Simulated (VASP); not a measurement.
# Sr (Im-3m) in VASP: single point with PBE

Aim: the single point of Sr with PBE.

Everything below comes from runs of VASP 6.6.1. Logs are shortened: lines on timing, memory, paths and dates and some standing lists are left out, and cuts for length are marked.

### 1 The cell of the first run

The structure is cubic, space group Im-3m (No. 229). Conventional cell: a = 4.870 Å, b = 4.870 Å, c = 4.870 Å, α = 90.00°, β = 90.00°, γ = 90.00°. Sr (site symmetry m-3m) has 14 Sr at 4.22 to 4.87 Å within 5.5 Å.

This isn't the form of Sr at room conditions, which is fcc.

### 2 Single point, PBE

The input, INCAR:

```
SYSTEM = Sr
ALGO     = Normal         ! electronic algorithm
EDIFF    = 1E-6           ! SCF threshold, eV
ENCUT    = 520            ! plane-wave cutoff, eV
GGA      = PE             ! functional
ISIF     = 2              ! what is computed and relaxed
ISMEAR   = 0              ! smearing method
LASPH    = .TRUE.         ! aspherical terms in the spheres
LCHARG   = .FALSE.        ! write CHGCAR
LREAL    = .FALSE.        ! projectors in reciprocal space
LWAVE    = .FALSE.        ! write WAVECAR
NBANDS   = 11             ! bands
NELM     = 100            ! most SCF steps
PREC     = Accurate       ! precision mode
SIGMA    = 0.05           ! smearing width, eV
```

The input, KPOINTS:

```
k-points
0
G
  12 12 12
  0 0 0
```

The input, POSCAR:

```
Sr
1.0
   -2.4350000000      2.4350000000      2.4350000000
    2.4350000000     -2.4350000000      2.4350000000
    2.4350000000      2.4350000000     -2.4350000000
Sr
1
Direct
    0.0000000000      0.0000000000      0.0000000000
```

Potentials or basis: VASP PAW PBE potentials, release 64 (Sr_sv).

Started as:

```sh
$ cat potpaw_PBE.64/Sr_sv/POTCAR > POTCAR
$ mpirun -np 1 vasp_std > vasp.out
```

OUTCAR:

```text
SYSTEM = Sr
   EDIFF = 1E-6
   ENCUT = 520
   GGA = PE
   ISIF = 2
   ISMEAR = 0
   LASPH = .TRUE.
   LREAL = .FALSE.
   NELM = 100
   PREC = Accurate

 ion  position               nearest neighbor table
   1  0.000  0.000  0.000-

  LATTYP: Found a body centered cubic cell.
 ALAT       =     4.8700000000

  Lattice vectors:

 A1 = (  -2.4350000000,   2.4350000000,   2.4350000000)
 A2 = (   2.4350000000,  -2.4350000000,   2.4350000000)
 A3 = (   2.4350000000,   2.4350000000,  -2.4350000000)

Analysis of symmetry for initial positions (statically):
=====================================================================
 Subroutine PRICEL returns:
 Original cell was already a primitive cell.

 Routine SETGRP: Setting up the symmetry group for a
 body centered cubic supercell.

 Subroutine GETGRP returns: Found 48 space group operations
 (whereof 48 operations were pure point group operations)
 out of a pool of 48 trial point group operations.

The static configuration has the point symmetry O_h .

Analysis of symmetry for dynamics (positions and initial velocities):
=====================================================================
 Subroutine PRICEL returns:
 Original cell was already a primitive cell.

 Routine SETGRP: Setting up the symmetry group for a
 body centered cubic supercell.

 Subroutine GETGRP returns: Found 48 space group operations
 (whereof 48 operations were pure point group operations)
 out of a pool of 48 trial point group operations.

The dynamic configuration has the point symmetry O_h .

 Subroutine INISYM returns: Found 48 space group operations
 (whereof 48 operations are pure point group operations),
 and found     1 'primitive' translations

----------------------------------------------------------------------------------------

                                     Primitive cell

  volume of cell :      57.7507

  direct lattice vectors                    reciprocal lattice vectors
    -2.435000000  2.435000000  2.435000000     0.000000000  0.205338809  0.205338809
     2.435000000 -2.435000000  2.435000000     0.205338809  0.000000000  0.205338809
     2.435000000  2.435000000 -2.435000000     0.205338809  0.205338809  0.000000000

  length of vectors
     4.217543716  4.217543716  4.217543716     0.290392929  0.290392929  0.290392929

  position of ions in fractional coordinates (direct lattice)
     0.000000000  0.000000000  0.000000000

  ion indices of the primitive-cell ions
   primitive index   ion index
                 1           1

----------------------------------------------------------------------------------------

 KPOINTS: k-points

Automatic generation of k-mesh.
 Grid dimensions read from file:
 generate k-points for:   12   12   12

 Generating k-lattice:

  Cartesian coordinates                     Fractional coordinates (reciprocal lattice)
     0.000000000  0.017111567  0.017111567     0.083333333  0.000000000  0.000000000
     0.017111567  0.000000000  0.017111567     0.000000000  0.083333333  0.000000000
     0.017111567  0.017111567  0.000000000     0.000000000  0.000000000  0.083333333

  Length of vectors
     0.024199411  0.024199411  0.024199411

  Shift w.r.t. Gamma in fractional coordinates (k-lattice)
     0.000000000  0.000000000  0.000000000

 Subroutine IBZKPT returns following result:
 ===========================================

 Found     72 irreducible k-points:

 Following reciprocal coordinates:
            Coordinates               Weight
  0.000000  0.000000  0.000000      1.000000
  0.083333  0.000000  0.000000     12.000000
  0.166667  0.000000  0.000000     12.000000
  0.250000  0.000000  0.000000     12.000000
  0.333333  0.000000  0.000000     12.000000
  0.416667  0.000000  0.000000     12.000000
[... 16 lines left out ...]
  0.333333  0.083333  0.083333     24.000000
  0.416667  0.083333  0.083333     12.000000
 [... further k-points ...]
   k-points           NKPTS =     72   k-points in BZ     NKDIM =     72   number of bands    NBANDS=     11
   number of dos      NEDOS =    301   number of ions     NIONS =      1
   total plane-waves  NPLWV =  32768
   dimension x,y,z NGX =    32 NGY =   32 NGZ =   32
   dimension x,y,z NGXF=    64 NGYF=   64 NGZF=   64
   ions per type =               1
   NGX,Y,Z   is equivalent  to a cutoff of  12.61, 12.61, 12.61 a.u.
   NGXF,Y,Z  is equivalent  to a cutoff of  25.23, 25.23, 25.23 a.u.
 SYSTEM =  Sr
   PREC   = accura    normal or accurate (medium, high low for compatibility)
   ISTART =      0    job   : 0-new  1-cont  2-samecut
   ICHARG =      2    charge: 1-file 2-atom 10-const
   ISPIN  =      1    spin polarized calculation?
   LNONCOLLINEAR =      F non collinear calculations
   LSORBIT =      F    spin-orbit coupling
   LASPH  =      T    aspherical Exc in radial PAW
   ENCUT  =  520.0 eV  38.22 Ry    6.18 a.u.   7.84  7.84  7.84*2*pi/ulx,y,z
   NELM   =    100;   NELMIN=  2; NELMDL= -5     # of ELM steps
   EDIFF  = 0.1E-05   stopping-criterion for ELM
   LREAL  =      F    real-space projection
   EDIFFG = 0.1E-04   stopping-criterion for IOM
   NSW    =      0    number of steps for IOM
   IBRION =     -1    ionic relax: 0-MD 1-quasi-New 2-CG
   NFREE  =      0    steps in history (QN), initial steepest desc. (CG)
   ISIF   =      2    stress and relaxation
   ISYM   =      2    0-nonsym 1-usesym 2-fastsym
   POTIM  = 0.5000    time-step for ionic-motion
   TEBEG  =    0.0;   TEEND  =   0.0 temperature during run
   PSTRESS=    0.0 pullay stress
   NELECT =      10.0000    total number of electrons
   NUPDOWN=      -1.0000    fix difference up-down
   EMIN   =  10.00;   EMAX   =-10.00  energy-range for DOS
   EFERMI =   0.00;   METHOD = LEGACY
   ISMEAR =     0;   SIGMA  =   0.05  broadening in eV -4-tet -1-fermi 0-gaus
   EFERMI_NEDOS =   21; number of points for ismear=-14 and -15
   IALGO  =     38    algorithm
   IMIX   =      4    mixing-type and parameters
     AMIX     =   0.40;   BMIX     =  1.00
     AMIX_MAG =   1.60;   BMIX_MAG =  1.00
  volume/ion in A,a.u.               =      57.75       389.72
  Fermi-wavevector in a.u.,A,eV,Ry     =   0.912478  1.724334 11.328437  0.832617
  Thomas-Fermi vector in A             =   2.036879
   LORBIT       =      0    0 simple, 1 ext, 2 COOP (PROOUT), +10 PAW based schemes
   GGA     = PE    functional components
   LHFCALC =     F    Hartree Fock is set to
   AEXX    =    0.0000 exact exchange contribution
   IVDW    =     0    specifies the selected vdW correction
   LEPSILON=     F    determine dielectric tensor
   LRPA    =     F    only Hartree local field effects (RPA)
 non-spin polarized calculation
 Gauss-broadening in eV      SIGMA  =   0.05
  energy-cutoff  :      520.00
  volume of cell :       57.75
 maximum number of plane-waves:      1568
   NGX = 15   NGY = 15   NGZ = 15

 number of electron      10.0000000 magnetization

 Free energy of the ion-electron system (eV)
  ---------------------------------------------------
  ext. energy  EPLUGINS =         0.00000000
  ---------------------------------------------------
  free energy    TOTEN  =        -1.62209880 eV

  energy without entropy =       -1.62027614  energy(sigma->0) =       -1.62118747

 E-fermi :   1.4570     XC(G=0):  -7.2015

 val. band max:        1.4541355392   @ k =   0.5000   0.5000   0.3333
 cond. band min:       1.4631539303   @ k =  -0.4167  -0.4167   0.1667
 fundamental gap:      0.0090183911
 Fermi energy:         1.4570436821

 k-point     1 :       0.0000    0.0000    0.0000
  band No.  band energies     occupation
      1     -35.2886      2.00000
      2     -17.1823      2.00000
      3     -17.1823      2.00000
      4     -17.1823      2.00000
      5      -2.1430      2.00000
      6       3.7385      0.00000
      7       3.7385      0.00000
      8       3.7385      0.00000
      9       5.0034      0.00000
     10       5.0034      0.00000
     11       9.3160      0.00000

 k-point     2 :       0.0833    0.0000    0.0000
  band No.  band energies     occupation
      1     -35.2878      2.00000
      2     -17.1937      2.00000
      3     -17.1861      2.00000
      4     -17.1823      2.00000
      5      -2.0301      2.00000
      6       3.6386      0.00000
      7       3.6671      0.00000
      8       3.8465      0.00000
      9       4.8583      0.00000
     10       4.9980      0.00000
     11       9.4287      0.00000

 k-point     3 :       0.1667    0.0000    0.0000
  band No.  band energies     occupation
      1     -35.2856      2.00000
      2     -17.2247      2.00000
      3     -17.1964      2.00000
      4     -17.1822      2.00000
      5      -1.7012      2.00000
      6       3.3600      0.00000
      7       3.3933      0.00000
      8       4.1662      0.00000
      9       4.7121      0.00000
     10       5.0029      0.00000
     11       9.5241      0.00000

 k-point     4 :       0.2500    0.0000    0.0000
  band No.  band energies     occupation
      1     -35.2826      2.00000
      2     -17.2664      2.00000
      3     -17.2104      2.00000
      4     -17.1822      2.00000
      5      -1.1876      2.00000
      6       2.8468      0.00000
      7       3.1063      0.00000
      8       4.6832      0.00000
      9       4.7670      0.00000
     10       5.0594      0.00000
     11       8.9587      0.00000

 k-point     5 :       0.3333    0.0000    0.0000
  band No.  band energies     occupation
      1     -35.2796      2.00000
      2     -17.3075      2.00000
      3     -17.2244      2.00000
      4     -17.1822      2.00000
      5      -0.5487      2.00000
      6       2.3134      0.00000
      7       2.8582      0.00000
      8       4.8667      0.00000
      9       5.1899      0.00000
     10       5.3670      0.00000
     11       7.8946      0.00000
[... 211 lines left out ...]
 k-point    21 :       0.1667    0.0833    0.0833
  band No.  band energies     occupation
      1     -35.2817      2.00000
      2     -17.2792      2.00000
      3     -17.2057      2.00000
      4     -17.1914      2.00000
      5      -0.9856      2.00000
      6       2.7268      0.00000
      7       2.8601      0.00000
      8       4.9047      0.00000
      9       4.9682      0.00000
     10       5.0982      0.00000
     11       8.7284      0.00000

 k-point    22 :       0.2500    0.0833    0.0833
  band No.  band energies     occupation
      1     -35.2790      2.00000
      2     -17.3091      2.00000
      3     -17.2242      2.00000
      4     -17.1921      2.00000
      5      -0.3512      2.00000
      6       2.2689      0.00000
      7       2.6312      0.00000
      8       4.9903      0.00000
      9       5.2651      0.00000
     10       5.5613      0.00000
     11       7.5381      0.00000

 k-point    23 :       0.3333    0.0833    0.0833
  band No.  band energies     occupation
      1     -35.2771      2.00000
      2     -17.3294      2.00000
      3     -17.2390      2.00000
      4     -17.1926      2.00000
      5       0.3078      2.00000
      6       1.8409      0.00000
      7       2.4888      0.00000
      8       4.9680      0.00000
      9       5.4117      0.00000
     10       6.1143      0.00000
     11       6.8691      0.00000

 k-point    24 :       0.4167    0.0833    0.0833
  band No.  band energies     occupation
      1     -35.2764      2.00000
      2     -17.3365      2.00000
      3     -17.2446      2.00000
      4     -17.1928      2.00000
      5       0.6854      2.00000
      6       1.5785      0.00059
      7       2.4406      0.00000
      8       4.8914      0.00000
      9       5.4790      0.00000
     10       6.3222      0.00000
     11       6.7737      0.00000

 [... further k-points ...]

------------------------ aborting loop because EDIFF is reached ----------------------------------------

  FORCE on cell =-STRESS in cart. coord.  units (eV):
  Direction    XX          YY          ZZ          XY          YZ          ZX
  --------------------------------------------------------------------------------------
  -------------------------------------------------------------------------------------
  Total       -0.2633113     -0.2633113     -0.2633113      0.0000000     -0.0000000      0.0000000
  in kB       -7.3050508     -7.3050508     -7.3050508      0.0000000     -0.0000000      0.0000000
  external PRESSURE =      -7.3050508 kB  Pullay stress =       0.0000000 kB

 VOLUME and BASIS-vectors are now :
 -----------------------------------------------------------------------------
  energy-cutoff  :      520.00
  volume of cell :       57.75
      direct lattice vectors                 reciprocal lattice vectors
    -2.435000000  2.435000000  2.435000000     0.000000000  0.205338809  0.205338809
     2.435000000 -2.435000000  2.435000000     0.205338809  0.000000000  0.205338809
     2.435000000  2.435000000 -2.435000000     0.205338809  0.205338809  0.000000000

 POSITION                                       TOTAL-FORCE (eV/Angst)
 -----------------------------------------------------------------------------------
      0.00000      0.00000      0.00000         0.000000      0.000000      0.000000
 -----------------------------------------------------------------------------------
    total drift:                                0.000000      0.000000     -0.000000

  FREE ENERGIE OF THE ION-ELECTRON SYSTEM (eV)
  ---------------------------------------------------
  free  energy   TOTEN  =        -1.6220988042 eV

  energy  without entropy=       -1.6202761375  energy(sigma->0) =       -1.62118747
```

Wall time 23 s (1 thread of AMD EPYC 7R13 (Zen 3), shared host); peak memory 0.17 GiB.

What came out:

```
Free energy            : -1.6221 eV
Pressure               : -0.7 GPa
Band gap on the k mesh : zero (bands 5 and 6 overlap by 0.41 eV)
```
